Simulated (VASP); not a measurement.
# ZnF2 (P4_2/mnm) in VASP: further runs

Runs on ZnF2. Level: r2SCAN. Tasks: single point.

Everything below comes from runs of VASP 6.6.1. Logs are shortened: lines on timing, memory, paths and dates and some standing lists are left out, and cuts for length are marked.

**1. The cell of the first run**

It takes space group P4_2/mnm (No. 136, tetragonal). The conventional cell has a = 4.607 Å, b = 4.607 Å, c = 3.063 Å, α = 90.00°, β = 90.00°, γ = 90.00°. Within 2.6 Å of Zn (site symmetry mmm) lie 6 F at 1.98 to 2.00 Å. Within 2.6 Å of F (site symmetry m2m) lie 3 Zn at 1.98 to 2.00 Å and 1 F at 2.56 Å.

**2. Single point, r2SCAN (10.84 Å³/atom)**

The input, POSCAR:

```
ZnF2
1.0
    4.6073507690      0.0000000000      0.0000000000
    0.0000000000      4.6073507690      0.0000000000
    0.0000000000      0.0000000000      3.0629565022
Zn F
2 4
Direct
    0.0000000000      0.0000000000      0.0000000000
    0.5000000000      0.5000000000      0.5000000000
    0.3031901719      0.3031901719      0.0000000000
    0.1968098281      0.8031901719      0.5000000000
    0.8031901719      0.1968098281      0.5000000000
    0.6968098281      0.6968098281      0.0000000000
```

The input, INCAR.step1:

```
SYSTEM = ZnF2
PREC     = Accurate       ! precision mode
ENCUT    = 660            ! plane-wave cutoff, eV
ISMEAR   = 0              ! smearing method
SIGMA    = 0.01           ! smearing width, eV
LREAL    = .False.        ! projectors in reciprocal space
LASPH    = .True.         ! aspherical terms in the spheres
NELM     = 120            ! most SCF steps
NBANDS   = 35             ! bands
GGA      = PE             ! functional
ALGO     = Normal         ! electronic algorithm
EDIFF    = 1E-5           ! SCF threshold, eV
LWAVE    = .True.         ! write WAVECAR
LCHARG   = .False.        ! write CHGCAR
GGA_COMPAT= .False.
```

The input, INCAR.step2:

```
SYSTEM = ZnF2
PREC     = Accurate       ! precision mode
ENCUT    = 660            ! plane-wave cutoff, eV
EDIFF    = 1E-6           ! SCF threshold, eV
ISMEAR   = 0              ! smearing method
SIGMA    = 0.01           ! smearing width, eV
LREAL    = .False.        ! projectors in reciprocal space
LASPH    = .True.         ! aspherical terms in the spheres
NELM     = 120            ! most SCF steps
ALGO     = Normal         ! electronic algorithm
ISIF     = 2              ! what is computed and relaxed
LWAVE    = .False.        ! write WAVECAR
LCHARG   = .False.        ! write CHGCAR
METAGGA  = R2SCAN         ! meta-GGA
LMIXTAU  = .True.       
NBANDS   = 35             ! bands
ISTART   = 1            
GGA_COMPAT= .False.
```

The input, KPOINTS:

```
Automatic mesh
0
Gamma
  4 4 6
  0 0 0
```

Potentials or basis: VASP PAW PBE potentials, release 64 (Zn, F).

On the command line:

```bash
$ cat potpaw_PBE.64/Zn/POTCAR potpaw_PBE.64/F/POTCAR > POTCAR
$ cp INCAR.step1 INCAR
$ mpirun -np 1 vasp_std > vasp.out
$ cp INCAR.step2 INCAR
$ mpirun -np 1 vasp_std > vasp.out
```

OUTCAR:

```text
SYSTEM = ZnF2
   PREC = Accurate
   ENCUT = 660
   EDIFF = 1E-6
   ISMEAR = 0
   LREAL = .False.
   LASPH = .True.
   NELM = 120
   ISIF = 2
   METAGGA = R2SCAN
   ISTART = 1

 ion  position               nearest neighbor table
   1  0.000  0.000  0.000-   3 1.98   6 1.98   5 2.00   4 2.00   4 2.00   5 2.00
   2  0.500  0.500  0.500-   4 1.98   5 1.98   3 2.00   6 2.00   3 2.00   6 2.00
   3  0.303  0.303  0.000-   1 1.98   2 2.00   2 2.00
   4  0.197  0.803  0.500-   2 1.98   1 2.00   1 2.00
   5  0.803  0.197  0.500-   2 1.98   1 2.00   1 2.00
   6  0.697  0.697  0.000-   1 1.98   2 2.00   2 2.00

  LATTYP: Found a simple tetragonal cell.
 ALAT       =     4.6073507690
 C/A-ratio  =     0.6647977668

  Lattice vectors:

 A1 = (   4.6073507690,   0.0000000000,   0.0000000000)
 A2 = (   0.0000000000,   4.6073507690,   0.0000000000)
 A3 = (   0.0000000000,   0.0000000000,   3.0629565022)

Analysis of symmetry for initial positions (statically):
=====================================================================
 Subroutine PRICEL returns:
 Original cell was already a primitive cell.

 Routine SETGRP: Setting up the symmetry group for a
 simple tetragonal supercell.

 Subroutine GETGRP returns: Found 16 space group operations
 (whereof  8 operations were pure point group operations)
 out of a pool of 16 trial point group operations.

The static configuration has the point symmetry D_2h.
 The point group associated with its full space group is D_4h.

Analysis of symmetry for dynamics (positions and initial velocities):
=====================================================================
 Subroutine PRICEL returns:
 Original cell was already a primitive cell.

 Routine SETGRP: Setting up the symmetry group for a
 simple tetragonal supercell.

 Subroutine GETGRP returns: Found 16 space group operations
 (whereof  8 operations were pure point group operations)
 out of a pool of 16 trial point group operations.

The dynamic configuration has the point symmetry D_2h.
 The point group associated with its full space group is D_4h.

 Subroutine INISYM returns: Found 16 space group operations
 (whereof  8 operations are pure point group operations),
 and found     1 'primitive' translations

----------------------------------------------------------------------------------------

                                     Primitive cell

  volume of cell :      65.0195

  direct lattice vectors                    reciprocal lattice vectors
     4.607350769  0.000000000  0.000000000     0.217044469  0.000000000  0.000000000
     0.000000000  4.607350769  0.000000000     0.000000000  0.217044469  0.000000000
     0.000000000  0.000000000  3.062956502     0.000000000  0.000000000  0.326481946

  length of vectors
     4.607350769  4.607350769  3.062956502     0.217044469  0.217044469  0.326481946

  position of ions in fractional coordinates (direct lattice)
     0.000000000  0.000000000  0.000000000
     0.500000000  0.500000000  0.500000000
     0.303190172  0.303190172  0.000000000
     0.196809828  0.803190172  0.500000000
     0.803190172  0.196809828  0.500000000
     0.696809828  0.696809828  0.000000000

  ion indices of the primitive-cell ions
   primitive index   ion index
                 1           1
                 2           2
                 3           3
                 4           4
                 5           5
                 6           6

----------------------------------------------------------------------------------------

 KPOINTS: Automatic mesh

Automatic generation of k-mesh.
 Grid dimensions read from file:
 generate k-points for:    4    4    6

 Generating k-lattice:

  Cartesian coordinates                     Fractional coordinates (reciprocal lattice)
     0.054261117  0.000000000  0.000000000     0.250000000  0.000000000  0.000000000
     0.000000000  0.054261117  0.000000000     0.000000000  0.250000000  0.000000000
     0.000000000  0.000000000  0.054413658     0.000000000  0.000000000  0.166666667

  Length of vectors
     0.054261117  0.054261117  0.054413658

  Shift w.r.t. Gamma in fractional coordinates (k-lattice)
     0.000000000  0.000000000  0.000000000

 Subroutine IBZKPT returns following result:
 ===========================================

 Found     24 irreducible k-points:

 Following reciprocal coordinates:
            Coordinates               Weight
  0.000000  0.000000  0.000000      1.000000
  0.250000  0.000000  0.000000      4.000000
  0.500000  0.000000  0.000000      2.000000
  0.250000  0.250000  0.000000      4.000000
  0.500000  0.250000  0.000000      4.000000
  0.500000  0.500000  0.000000      1.000000
[... 16 lines left out ...]
  0.500000  0.250000  0.500000      4.000000
  0.500000  0.500000  0.500000      1.000000
   k-points           NKPTS =     24   k-points in BZ     NKDIM =     24   number of bands    NBANDS=     35
   number of dos      NEDOS =    301   number of ions     NIONS =      6
   total plane-waves  NPLWV =  44800
   dimension x,y,z NGX =    40 NGY =   40 NGZ =   28
   dimension x,y,z NGXF=    80 NGYF=   80 NGZF=   56
   ions per type =               2   4
   NGX,Y,Z   is equivalent  to a cutoff of  14.43, 14.43, 15.20 a.u.
   NGXF,Y,Z  is equivalent  to a cutoff of  28.87, 28.87, 30.39 a.u.
 SYSTEM =  ZnF2
   PREC   = accura    normal or accurate (medium, high low for compatibility)
   ISTART =      1    job   : 0-new  1-cont  2-samecut
   ICHARG =      0    charge: 1-file 2-atom 10-const
   ISPIN  =      1    spin polarized calculation?
   LNONCOLLINEAR =      F non collinear calculations
   LSORBIT =      F    spin-orbit coupling
   LASPH  =      T    aspherical Exc in radial PAW
   ENCUT  =  660.0 eV  48.51 Ry    6.96 a.u.   9.65  9.65  6.42*2*pi/ulx,y,z
   NELM   =    120;   NELMIN=  2; NELMDL=  0     # of ELM steps
   EDIFF  = 0.1E-05   stopping-criterion for ELM
   LREAL  =      F    real-space projection
[... 7 lines left out ...]
   TEBEG  =    0.0;   TEEND  =   0.0 temperature during run
   PSTRESS=    0.0 pullay stress
   NELECT =      52.0000    total number of electrons
   NUPDOWN=      -1.0000    fix difference up-down
   EMIN   =  10.00;   EMAX   =-10.00  energy-range for DOS
   EFERMI =   0.00;   METHOD = LEGACY
   ISMEAR =     0;   SIGMA  =   0.01  broadening in eV -4-tet -1-fermi 0-gaus
   EFERMI_NEDOS =   21; number of points for ismear=-14 and -15
   IALGO  =     38    algorithm
   IMIX   =      4    mixing-type and parameters
     AMIX     =   0.40;   BMIX     =  1.00
     AMIX_MAG =   1.60;   BMIX_MAG =  1.00
  volume/ion in A,a.u.               =      10.84        73.13
  Fermi-wavevector in a.u.,A,eV,Ry     =   1.519596  2.871620 31.418194  2.309172
  Thomas-Fermi vector in A             =   2.628560
   LORBIT       =      0    0 simple, 1 ext, 2 COOP (PROOUT), +10 PAW based schemes
   METAGGA = R2SCAN    functional components
   LHFCALC =     F    Hartree Fock is set to
   AEXX    =    0.0000 exact exchange contribution
   IVDW    =     0    specifies the selected vdW correction
   LEPSILON=     F    determine dielectric tensor
   LRPA    =     F    only Hartree local field effects (RPA)
 non-spin polarized calculation
 Gauss-broadening in eV      SIGMA  =   0.01
  energy-cutoff  :      660.00
  volume of cell :       65.02
 maximum number of plane-waves:      2541
 NGX is ok and might be reduce to    40
   NGX = 19   NGY = 19   NGZ = 13

 number of electron      52.0000011 magnetization

 Free energy of the ion-electron system (eV)
  ---------------------------------------------------
  ext. energy  EPLUGINS =         0.00000000
  ---------------------------------------------------
  free energy    TOTEN  =       -45.55434698 eV

  energy without entropy =      -45.55434698  energy(sigma->0) =      -45.55434698

 E-fermi :  -0.7618     XC(G=0): -11.3318

 val. band max:       -0.8890741678   @ k =   0.0000   0.0000   0.0000
 cond. band min:       3.4386462019   @ k =   0.0000   0.0000   0.0000
 fundamental gap:      4.3277203697
 Fermi energy:        -0.7617795086

 k-point     1 :       0.0000    0.0000    0.0000
  band No.  band energies     occupation
      1     -24.6554      2.00000
      2     -23.7898      2.00000
      3     -23.7898      2.00000
      4     -23.7500      2.00000
      5      -7.8567      2.00000
      6      -6.8863      2.00000
[... 27 lines left out ...]
     34      15.6098      0.00000
     35      15.6098      0.00000

 k-point     2 :       0.2500    0.0000    0.0000
  band No.  band energies     occupation
      1     -24.5508      2.00000
      2     -23.9800      2.00000
      3     -23.7685      2.00000
      4     -23.6997      2.00000
      5      -7.5467      2.00000
      6      -6.8031      2.00000
[... 27 lines left out ...]
     34      16.1798      0.00000
     35      16.3751      0.00000

 k-point     3 :       0.5000    0.0000    0.0000
  band No.  band energies     occupation
      1     -24.2841      2.00000
      2     -24.2841      2.00000
      3     -23.7224      2.00000
      4     -23.7224      2.00000
      5      -6.9145      2.00000
      6      -6.9145      2.00000
[... 27 lines left out ...]
     34      15.6661      0.00000
     35      17.4518      0.00000

 k-point     4 :       0.2500    0.2500    0.0000
  band No.  band energies     occupation
      1     -24.4601      2.00000
      2     -24.0235      2.00000
      3     -23.8157      2.00000
      4     -23.7107      2.00000
      5      -7.4712      2.00000
      6      -6.7927      2.00000
[... 27 lines left out ...]
     34      15.3268      0.00000
     35      16.7266      0.00000

 k-point     5 :       0.5000    0.2500    0.0000
  band No.  band energies     occupation
      1     -24.2358      2.00000
      2     -24.2358      2.00000
      3     -23.7746      2.00000
      4     -23.7746      2.00000
      5      -7.1728      2.00000
      6      -7.1728      2.00000
[... 638 lines left out ...]
 k-point    22 :       0.2500    0.2500    0.5000
  band No.  band energies     occupation
      1     -24.0030      2.00000
      2     -23.9673      2.00000
      3     -23.8000      2.00000
      4     -23.7619      2.00000
      5      -6.9366      2.00000
      6      -6.6250      2.00000
[... 27 lines left out ...]
     34      14.6388      0.00000
     35      15.0674      0.00000

 k-point    23 :       0.5000    0.2500    0.5000
  band No.  band energies     occupation
      1     -23.9715      2.00000
      2     -23.9715      2.00000
      3     -23.7928      2.00000
      4     -23.7928      2.00000
      5      -6.9608      2.00000
      6      -6.9608      2.00000
[... 27 lines left out ...]
     34      13.7788      0.00000
     35      16.4343      0.00000

 k-point    24 :       0.5000    0.5000    0.5000
  band No.  band energies     occupation
      1     -23.9781      2.00000
      2     -23.9781      2.00000
      3     -23.7830      2.00000
      4     -23.7830      2.00000
      5      -7.1278      2.00000
      6      -7.1278      2.00000
[... 27 lines left out ...]
     34      12.7803      0.00000
     35      17.3572      0.00000

------------------------ aborting loop because EDIFF is reached ----------------------------------------

  FORCE on cell =-STRESS in cart. coord.  units (eV):
  Direction    XX          YY          ZZ          XY          YZ          ZX
  --------------------------------------------------------------------------------------
  -------------------------------------------------------------------------------------
  Total        3.4886247      3.4886247      4.4434456      0.0000000      0.0000000      0.0000000
  in kB       85.9649575     85.9649575    109.4931783      0.0000000      0.0000000      0.0000000
  external PRESSURE =      93.8076978 kB  Pullay stress =       0.0000000 kB

 VOLUME and BASIS-vectors are now :
 -----------------------------------------------------------------------------
  energy-cutoff  :      660.00
  volume of cell :       65.02
      direct lattice vectors                 reciprocal lattice vectors
     4.607350769  0.000000000  0.000000000     0.217044469  0.000000000  0.000000000
     0.000000000  4.607350769  0.000000000     0.000000000  0.217044469  0.000000000
     0.000000000  0.000000000  3.062956502     0.000000000  0.000000000  0.326481946

 POSITION                                       TOTAL-FORCE (eV/Angst)
 -----------------------------------------------------------------------------------
      0.00000      0.00000      0.00000        -0.000000      0.000000      0.000000
      2.30368      2.30368      1.53148        -0.000000      0.000000      0.000000
      1.39690      1.39690      0.00000        -0.088279     -0.088279     -0.000000
      0.90677      3.70058      1.53148         0.088279     -0.088279      0.000000
      3.70058      0.90677      1.53148        -0.088279      0.088279      0.000000
      3.21045      3.21045      0.00000         0.088279      0.088279      0.000000
 -----------------------------------------------------------------------------------
    total drift:                                0.000000     -0.000000      0.000000

  FREE ENERGIE OF THE ION-ELECTRON SYSTEM (eV)
  ---------------------------------------------------
  free  energy   TOTEN  =       -45.5543469822 eV

  energy  without entropy=      -45.5543469822  energy(sigma->0) =      -45.55434698
```

Run time: 1.9 min. Hardware: 1 thread of Intel Xeon 6975P-C (Granite Rapids), shared host; peak memory 0.24 GiB.

Results:

* Free energy: -45.5543 eV
* Pressure: 9.4 GPa
* Largest force: 0.125 eV/Å
* Band gap on the k mesh: 4.33 eV

Forces on the atoms (eV/Å):
```
Zn   0.000  0.000  0.000
Zn   0.000  0.000  0.000
F   -0.088 -0.088  0.000
F    0.088 -0.088  0.000
F   -0.088  0.088  0.000
F    0.088  0.088  0.000
```

Levels at points of the mesh, in eV from the valence-band top:
| k point | band 23 | band 24 | band 25 | band 26 | band 27 | band 28 | band 29 | band 30 |
| --- | --- | --- | --- | --- | --- | --- | --- | --- |
| (0.00, 0.00, 0.00) | -1.73 | -0.44 | -0.44 | 0.00 | 4.33 | 10.46 | 10.46 | 10.66 |
| (0.50, 0.00, 0.00) | -0.75 | -0.75 | -0.54 | -0.54 | 7.04 | 7.04 | 11.44 | 11.44 |
| (0.50, 0.50, 0.00) | -1.55 | -1.55 | -0.46 | -0.46 | 8.16 | 8.16 | 9.94 | 9.94 |
| (0.00, 0.00, 0.50) | -1.36 | -1.36 | -1.35 | -1.35 | 9.45 | 9.45 | 13.08 | 13.08 |
| (0.50, 0.00, 0.50) | -1.64 | -1.64 | -0.11 | -0.11 | 10.11 | 10.11 | 11.29 | 11.29 |
| (0.50, 0.50, 0.50) | -1.35 | -1.35 | -0.88 | -0.88 | 9.37 | 9.37 | 12.23 | 12.23 |

Caveat: the cell stands under pressure; the structure was generated, so it needn't be the stable form of ZnF2; the PAW data sets were made with another functional, which shifts forces and pressure a little.

(Part 1 of 2 ends here.)
